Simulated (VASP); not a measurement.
# AlN (Pm) in VASP: further runs

AlN is run at these levels: LDA; tasks: single point.

Program: VASP 6.6.1. These are calculated values, not measurements. Logs are shortened: lines on timing, memory, paths and dates and some standing lists are left out, and cuts for length are marked.

### Step 1. The cell of the first run

Symmetry: Pm, No. 6, monoclinic system. Conventional cell: a = 3.276 Å, b = 4.101 Å, c = 5.674 Å, α = 90.00°, β = 90.00°, γ = 90.00°. Al (site symmetry m) has 5 N at 1.75 to 2.17 Å within 2.3 Å. Al (site symmetry m) has 5 N at 1.89 to 2.05 Å within 2.5 Å. Al (site symmetry m) has 5 N at 1.89 to 2.05 Å within 2.5 Å. Within 2.5 Å of Al (site symmetry m) lie 5 N at 1.89 to 2.05 Å. Within 2.5 Å of N (site symmetry m) lie 5 Al at 1.89 to 2.07 Å. N (site symmetry m) has 5 Al at 1.89 to 2.05 Å within 2.5 Å. Within 2.3 Å of N (site symmetry m) lie 5 Al at 1.75 to 2.05 Å. N (site symmetry m) has 5 Al at 1.89 to 2.17 Å within 2.5 Å.

### Step 2. Single point, LDA (atom 1 (Al) moved by +0.248 Å along [1 0 0] and +0.124 Å along [1 2 0])

File INCAR:

```
PREC     = Accurate       # precision mode
ENCUT    = 520            # plane-wave cutoff, eV
EDIFF    = 1E-6           # SCF threshold, eV
ISMEAR   = 0              # smearing method
SIGMA    = 0.05           # smearing width, eV
LREAL    = F              # projectors in reciprocal space
LASPH    = T              # aspherical terms in the spheres
NELM     = 60             # most SCF steps
ALGO     = Normal         # electronic algorithm
ISIF     = 2              # what is computed and relaxed
LWAVE    = F              # write WAVECAR
LCHARG   = T              # write CHGCAR
LELF     = T              # ELF
LVHAR    = T            
NBANDS   = 26             # bands
```

File KPOINTS:

```
regular mesh
0
Gamma
  8 6 4
```

File POSCAR:

```
AlN
1.0
   -1.6378403119      2.8368226349      0.0000000000
    0.0000000000      0.0000000000      4.1006264518
    4.9135209358      2.8368226349      0.0000000000
Al N
4 4
Direct
    0.4949284281      0.7500000000      0.2154491138
    1.0000000000      0.7500000000      0.6666666667
    0.0000000000      0.2500000000      0.3333333333
    0.5000000000      0.2500000000      0.8333333333
    0.5000000000      0.2500000000      0.1666666667
    1.0000000000      0.2500000000      0.6666666667
    0.0000000000      0.7500000000      0.3333333333
    0.5000000000      0.7500000000      0.8333333333
```

Potentials or basis: VASP PAW LDA potentials, release 64 (Al, N).

Command:

```console
> cat potpaw_LDA.64/Al/POTCAR potpaw_LDA.64/N/POTCAR > POTCAR
> mpirun -np 1 vasp_std > vasp.out
```

OUTCAR:

```text
PREC = Accurate
   ENCUT = 520
   EDIFF = 1E-6
   ISMEAR = 0
   LREAL = F
   LASPH = T
   NELM = 60
   ISIF = 2

 ion  position               nearest neighbor table
   1  0.495  0.750  0.215-   7 1.75   7 1.78   5 2.07   5 2.07   8 2.17   3 2.70   3 2.70   3 2.72
                             3 2.72   4 2.98   4 2.98   2 3.03   2 3.05
   2  0.000  0.750  0.667-   8 1.89   8 1.89   7 1.89   6 2.05   6 2.05   4 2.79   4 2.79   4 2.79
                             4 2.79   3 2.79   3 2.79   1 3.03   1 3.05
   3  0.000  0.250  0.333-   5 1.89   5 1.89   6 1.89   7 2.05   7 2.05   1 2.70   1 2.70   1 2.72
                             1 2.72   2 2.79   2 2.79   4 3.28   4 3.28   4 3.28   4 3.28
   4  0.500  0.250  0.833-   6 1.89   6 1.89   5 1.89   8 2.05   8 2.05   2 2.79   2 2.79   2 2.79
                             2 2.79   1 2.98   1 2.98   3 3.28   3 3.28   3 3.28   3 3.28
   5  0.500  0.250  0.167-   3 1.89   3 1.89   4 1.89   1 2.07   1 2.07
   6  0.000  0.250  0.667-   4 1.89   4 1.89   3 1.89   2 2.05   2 2.05
   7  0.000  0.750  0.333-   1 1.75   1 1.78   2 1.89   3 2.05   3 2.05
   8  0.500  0.750  0.833-   2 1.89   2 1.89   4 2.05   4 2.05   1 2.17

  LATTYP: Found a simple orthorhombic cell.
 ALAT       =     3.2756806238
 B/A-ratio  =     1.2518395176
 C/A-ratio  =     1.7320508076

  Lattice vectors:

 A1 = (  -1.6378403119,   2.8368226349,   0.0000000000)
 A2 = (   0.0000000000,   0.0000000000,   4.1006264518)
 A3 = (   4.9135209358,   2.8368226349,   0.0000000000)

Analysis of symmetry for initial positions (statically):
=====================================================================
 Subroutine PRICEL returns:
 Original cell was already a primitive cell.

 Routine SETGRP: Setting up the symmetry group for a
 simple orthorhombic supercell.

 Subroutine GETGRP returns: Found  2 space group operations
 (whereof  1 operations were pure point group operations)
 out of a pool of  8 trial point group operations.

The static configuration has the point symmetry C_1 .
 The point group associated with its full space group is C_1h.

Analysis of symmetry for dynamics (positions and initial velocities):
=====================================================================
 Subroutine PRICEL returns:
 Original cell was already a primitive cell.

 Routine SETGRP: Setting up the symmetry group for a
 simple orthorhombic supercell.

 Subroutine GETGRP returns: Found  2 space group operations
 (whereof  1 operations were pure point group operations)
 out of a pool of  8 trial point group operations.

The dynamic configuration has the point symmetry C_1 .
 The point group associated with its full space group is C_1h.

 Subroutine INISYM returns: Found  2 space group operations
 (whereof  1 operations are pure point group operations),
 and found     1 'primitive' translations

----------------------------------------------------------------------------------------

                                     Primitive cell

  volume of cell :      76.2103

  direct lattice vectors                    reciprocal lattice vectors
    -1.637840312  2.836822635  0.000000000    -0.152640033  0.264380293  0.000000000
     0.000000000  0.000000000  4.100626452     0.000000000  0.000000000  0.243865178
     4.913520936  2.836822635  0.000000000     0.152640033  0.088126764  0.000000000

  length of vectors
     3.275680624  4.100626452  5.673645270     0.305280067  0.243865178  0.176253529

  position of ions in fractional coordinates (direct lattice)
     0.494928428  0.750000000  0.215449114
     0.000000000  0.750000000  0.666666667
     0.000000000  0.250000000  0.333333333
     0.500000000  0.250000000  0.833333333
     0.500000000  0.250000000  0.166666667
     0.000000000  0.250000000  0.666666667
     0.000000000  0.750000000  0.333333333
     0.500000000  0.750000000  0.833333333

  ion indices of the primitive-cell ions
   primitive index   ion index
                 1           1
                 2           2
                 3           3
                 4           4
                 5           5
                 6           6
                 7           7
                 8           8

----------------------------------------------------------------------------------------

 KPOINTS: regular mesh

Automatic generation of k-mesh.
 Grid dimensions read from file:
 generate k-points for:    8    6    4

 Generating k-lattice:

  Cartesian coordinates                     Fractional coordinates (reciprocal lattice)
    -0.019080004  0.033047537  0.000000000     0.125000000  0.000000000  0.000000000
     0.000000000  0.000000000  0.040644196     0.000000000  0.166666667  0.000000000
     0.038160008  0.022031691  0.000000000     0.000000000  0.000000000  0.250000000

  Length of vectors
     0.038160008  0.040644196  0.044063382

  Shift w.r.t. Gamma in fractional coordinates (k-lattice)
     0.000000000  0.000000000  0.000000000

 Subroutine IBZKPT returns following result:
 ===========================================

 Found     72 irreducible k-points:

 Following reciprocal coordinates:
            Coordinates               Weight
  0.000000  0.000000  0.000000      1.000000
  0.125000  0.000000  0.000000      2.000000
  0.250000  0.000000  0.000000      2.000000
  0.375000  0.000000  0.000000      2.000000
  0.500000  0.000000  0.000000      1.000000
  0.000000  0.166667  0.000000      2.000000
[... 16 lines left out ...]
  0.125000  0.000000 -0.250000      2.000000
  0.250000  0.000000  0.250000      2.000000
 [... further k-points ...]
   k-points           NKPTS =     72   k-points in BZ     NKDIM =     72   number of bands    NBANDS=     26
   number of dos      NEDOS =    301   number of ions     NIONS =      8
   total plane-waves  NPLWV =  30240
   dimension x,y,z NGX =    24 NGY =   30 NGZ =   42
   dimension x,y,z NGXF=    48 NGYF=   60 NGZF=   84
   ions per type =               4   4
   NGX,Y,Z   is equivalent  to a cutoff of  12.18, 12.16, 12.31 a.u.
   NGXF,Y,Z  is equivalent  to a cutoff of  24.36, 24.32, 24.61 a.u.
 SYSTEM =  unknown system
   PREC   = accura    normal or accurate (medium, high low for compatibility)
   ISTART =      0    job   : 0-new  1-cont  2-samecut
   ICHARG =      2    charge: 1-file 2-atom 10-const
   ISPIN  =      1    spin polarized calculation?
   LNONCOLLINEAR =      F non collinear calculations
   LSORBIT =      F    spin-orbit coupling
   LASPH  =      T    aspherical Exc in radial PAW
   ENCUT  =  520.0 eV  38.22 Ry    6.18 a.u.   6.09  7.62 10.55*2*pi/ulx,y,z
   NELM   =     60;   NELMIN=  2; NELMDL= -5     # of ELM steps
   EDIFF  = 0.1E-05   stopping-criterion for ELM
   LREAL  =      F    real-space projection
   EDIFFG = 0.1E-04   stopping-criterion for IOM
   NSW    =      0    number of steps for IOM
   IBRION =     -1    ionic relax: 0-MD 1-quasi-New 2-CG
   NFREE  =      0    steps in history (QN), initial steepest desc. (CG)
   ISIF   =      2    stress and relaxation
   ISYM   =      2    0-nonsym 1-usesym 2-fastsym
   POTIM  = 0.5000    time-step for ionic-motion
   TEBEG  =    0.0;   TEEND  =   0.0 temperature during run
   PSTRESS=    0.0 pullay stress
   NELECT =      32.0000    total number of electrons
   NUPDOWN=      -1.0000    fix difference up-down
   EMIN   =  10.00;   EMAX   =-10.00  energy-range for DOS
   EFERMI =   0.00;   METHOD = LEGACY
   ISMEAR =     0;   SIGMA  =   0.05  broadening in eV -4-tet -1-fermi 0-gaus
   EFERMI_NEDOS =   21; number of points for ismear=-14 and -15
   IALGO  =     38    algorithm
   IMIX   =      4    mixing-type and parameters
     AMIX     =   0.40;   BMIX     =  1.00
     AMIX_MAG =   1.60;   BMIX_MAG =  1.00
  volume/ion in A,a.u.               =       9.53        64.29
  Fermi-wavevector in a.u.,A,eV,Ry     =   1.225896  2.316607 20.447110  1.502820
  Thomas-Fermi vector in A             =   2.360917
   LORBIT       =      0    0 simple, 1 ext, 2 COOP (PROOUT), +10 PAW based schemes
   GGA     = CA    functional components
   LHFCALC =     F    Hartree Fock is set to
   AEXX    =    0.0000 exact exchange contribution
   IVDW    =     0    specifies the selected vdW correction
   LEPSILON=     F    determine dielectric tensor
   LRPA    =     F    only Hartree local field effects (RPA)
 non-spin polarized calculation
 Gauss-broadening in eV      SIGMA  =   0.05
  energy-cutoff  :      520.00
  volume of cell :       76.21
 maximum number of plane-waves:      2088
   NGX = 13   NGY = 15   NGZ = 21

 number of electron      32.0000003 magnetization

 Free energy of the ion-electron system (eV)
  ---------------------------------------------------
  ext. energy  EPLUGINS =         0.00000000
  ---------------------------------------------------
  free energy    TOTEN  =       -64.24996247 eV

  energy without entropy =      -64.24996247  energy(sigma->0) =      -64.24996247

 E-fermi :   8.4411     XC(G=0): -11.6757

 val. band max:        8.1610735327   @ k =   0.0000   0.0000   0.0000
 cond. band min:      11.3258569996   @ k =   0.0000   0.0000   0.0000
 fundamental gap:      3.1647834669
 Fermi energy:         8.4410724048

 k-point     1 :       0.0000    0.0000    0.0000
  band No.  band energies     occupation
      1      -8.9786      2.00000
      2      -6.8435      2.00000
      3      -5.7054      2.00000
      4      -4.5525      2.00000
      5       0.8958      2.00000
      6       1.4826      2.00000
[... 18 lines left out ...]
     25      17.8997      0.00000
     26      19.0375      0.00000

 k-point     2 :       0.1250    0.0000    0.0000
  band No.  band energies     occupation
      1      -8.8398      2.00000
      2      -6.7286      2.00000
      3      -5.7408      2.00000
      4      -4.5610      2.00000
      5       1.0423      2.00000
      6       1.3811      2.00000
[... 18 lines left out ...]
     25      18.1827      0.00000
[... 608 lines left out ...]
     25      17.8595      0.00000
     26      18.4522      0.00000

 k-point    24 :       0.2500    0.0000    0.2500
  band No.  band energies     occupation
      1      -8.3184      2.00000
      2      -6.8514      2.00000
      3      -5.6130      2.00000
      4      -4.6113      2.00000
      5       1.4018      2.00000
      6       1.6137      2.00000
[... 18 lines left out ...]
     25      17.9899      0.00000
     26      18.3732      0.00000

 [... further k-points ...]
[... 5 lines left out ...]
  --------------------------------------------------------------------------------------
  -------------------------------------------------------------------------------------
  Total        0.9704747      3.5784633      0.2863808     -2.9360993      0.0000000      0.0000000
  in kB       20.4023822     75.2303715      6.0206096    -61.7258932      0.0000000      0.0000000
  external PRESSURE =      33.8844544 kB  Pullay stress =       0.0000000 kB

 VOLUME and BASIS-vectors are now :
 -----------------------------------------------------------------------------
  energy-cutoff  :      520.00
  volume of cell :       76.21
      direct lattice vectors                 reciprocal lattice vectors
    -1.637840312  2.836822635  0.000000000    -0.152640033  0.264380293  0.000000000
     0.000000000  0.000000000  4.100626452     0.000000000  0.000000000  0.243865178
     4.913520936  2.836822635  0.000000000     0.152640033  0.088126764  0.000000000

 POSITION                                       TOTAL-FORCE (eV/Angst)
 -----------------------------------------------------------------------------------
      0.24800      2.01522      3.07547        -4.275760     -1.750225      0.000000
      3.27568      1.89122      3.07547         1.240273      0.704866      0.000000
      1.63784      0.94561      1.02516        -0.007971     -0.066352      0.000000
      3.27568      3.78243      1.02516         0.275642      0.166561      0.000000
      0.00000      1.89122      1.02516         1.103086      0.596636      0.000000
      3.27568      1.89122      1.02516        -0.508358     -0.295714      0.000000
      1.63784      0.94561      3.07547         1.732676      0.415469      0.000000
      3.27568      3.78243      3.07547         0.440413      0.228759      0.000000
 -----------------------------------------------------------------------------------
    total drift:                                0.000041      0.000031     -0.000000

  FREE ENERGIE OF THE ION-ELECTRON SYSTEM (eV)
  ---------------------------------------------------
  free  energy   TOTEN  =       -64.2499624704 eV

  energy  without entropy=      -64.2499624704  energy(sigma->0) =      -64.24996247
```

Run time: 35 s. Hardware: 1 thread of Intel Xeon 6975P-C (Granite Rapids), shared host; peak memory 0.22 GiB.

Results:

```yaml
Free_energy: -64.2500 eV
Pressure: 3.4 GPa
Largest_force: 4.620 eV/Å
Band_gap_on_the_k_mesh: 3.16 eV, direct
```

Forces in eV/Å, atoms in the order of the input:
```
Al  -4.276 -1.750  0.000
Al   1.240  0.705  0.000
Al  -0.008 -0.066  0.000
Al   0.276  0.167  0.000
N    1.103  0.597  0.000
N   -0.508 -0.296  0.000
N    1.733  0.415  0.000
N    0.440  0.229  0.000
```

Stress tensor (GPa, compression positive):
```
 2.04 -6.17  0.00
-6.17  7.52  0.00
 0.00  0.00  0.60
```

Caveat: the cell differs from its parent crystal (atom 1 (Al) moved by +0.248 Å along [1 0 0] and +0.124 Å along [1 2 0]); forces of over 1 eV/Å act on the atoms, so gaps and moduli don't describe the material at rest. A k mesh can miss the band edges.

### Step 3. Single point, LDA (atom 1 (Al) moved by +0.620 Å along [1 0 0] and +0.496 Å along [1 2 0])

File INCAR:

```
SYSTEM = AlN
  PREC = Accurate
  ENCUT = 520
  EDIFF = 1E-6
  ISMEAR = 0
  SIGMA = 0.05
  LREAL = .FALSE.
  LASPH = .TRUE.
  NELM = 100
  ALGO = Normal
  ISIF = 2
  LWAVE = .FALSE.
  LCHARG = .FALSE.
  NBANDS = 26
```

File KPOINTS:

```
Automatic mesh
0
G
  8 6 4
  0 0 0
```

POSCAR, as its differences from that of step 2:

```diff
@@ -8,3 +8,3 @@
 Direct
-    0.4949284281      0.7500000000      0.2154491138
+    0.5364958047      0.7500000000      0.3050143626
     1.0000000000      0.7500000000      0.6666666667
```

Potentials or basis: VASP PAW LDA potentials, release 64 (Al, N).

Command:

```console
> cat potpaw_LDA.64/Al/POTCAR potpaw_LDA.64/N/POTCAR > POTCAR
> mpirun -np 1 vasp_std > vasp.out
```

OUTCAR:

```text
SYSTEM = AlN
   PREC = Accurate
   ENCUT = 520
   EDIFF = 1E-6
   ISMEAR = 0
   LREAL = .FALSE.
   LASPH = .TRUE.
   NELM = 100
   ISIF = 2

 ion  position               nearest neighbor table
   1  0.536  0.750  0.305-   7 1.53   7 1.76   5 2.20   5 2.20   2 2.55   3 2.56   3 2.56   2 2.70
                             3 2.71   3 2.71
   2  0.000  0.750  0.667-   8 1.89   8 1.89   7 1.89   6 2.05   6 2.05   1 2.55   1 2.70   4 2.79
                             4 2.79   4 2.79   4 2.79   3 2.79   3 2.79
   3  0.000  0.250  0.333-   5 1.89   5 1.89   6 1.89   7 2.05   7 2.05   1 2.56   1 2.56   1 2.71
                             1 2.71   2 2.79   2 2.79   4 3.28   4 3.28   4 3.28   4 3.28
[... 918 lines left out ...]
  in kB       66.6139055    382.0845752     19.7905227   -197.3138692      0.0000000      0.0000000
  external PRESSURE =     156.1630011 kB  Pullay stress =       0.0000000 kB

 VOLUME and BASIS-vectors are now :
 -----------------------------------------------------------------------------
  energy-cutoff  :      520.00
  volume of cell :       76.21
      direct lattice vectors                 reciprocal lattice vectors
    -1.637840312  2.836822635  0.000000000    -0.152640033  0.264380293  0.000000000
     0.000000000  0.000000000  4.100626452     0.000000000  0.000000000  0.243865178
     4.913520936  2.836822635  0.000000000     0.152640033  0.088126764  0.000000000

 POSITION                                       TOTAL-FORCE (eV/Angst)
 -----------------------------------------------------------------------------------
      0.62000      2.38722      3.07547        -0.398476    -11.517063      0.000000
      3.27568      1.89122      3.07547         2.918815      1.995459      0.000000
      1.63784      0.94561      1.02516        -1.189600     -0.096848      0.000000
      3.27568      3.78243      1.02516         0.857874      0.489381      0.000000
      0.00000      1.89122      1.02516         2.381449      1.603550      0.000000
      3.27568      1.89122      1.02516        -0.968681     -0.560572      0.000000
      1.63784      0.94561      3.07547        -2.034130      8.939530      0.000000
      3.27568      3.78243      3.07547        -1.567251     -0.853437      0.000000
 -----------------------------------------------------------------------------------
    total drift:                                0.000081      0.000276     -0.000000

  FREE ENERGIE OF THE ION-ELECTRON SYSTEM (eV)
  ---------------------------------------------------
  free  energy   TOTEN  =       -60.7359303980 eV

  energy  without entropy=      -60.7359303980  energy(sigma->0) =      -60.73593040
```

Wall time 89 s (1 thread of Intel Xeon Platinum 8375C at 2.90GHz (Ice Lake), shared host); peak memory 0.22 GiB.

What came out:

| Property | Result |
| --- | --- |
| Free energy | -60.7359 eV |
| Pressure | 15.6 GPa |
| Largest force | 11.524 eV/Å |
| Band gap on the k mesh | 2.04 eV, indirect (least direct gap 2.09 eV) |

Forces on the atoms (eV/Å):
```
Al   -0.398 -11.517   0.000
Al    2.919   1.995   0.000
Al   -1.190  -0.097   0.000
Al    0.858   0.489   0.000
N     2.381   1.604   0.000
N    -0.969  -0.561   0.000
N    -2.034   8.940   0.000
N    -1.567  -0.853   0.000
```

Caveat: the cell differs from its parent crystal (atom 1 (Al) moved by +0.620 Å along [1 0 0] and +0.496 Å along [1 2 0]); forces of over 1 eV/Å act on the atoms, so gaps and moduli don't describe the material at rest. A k mesh can miss the band edges.

(Continued in part 2 of 2.)
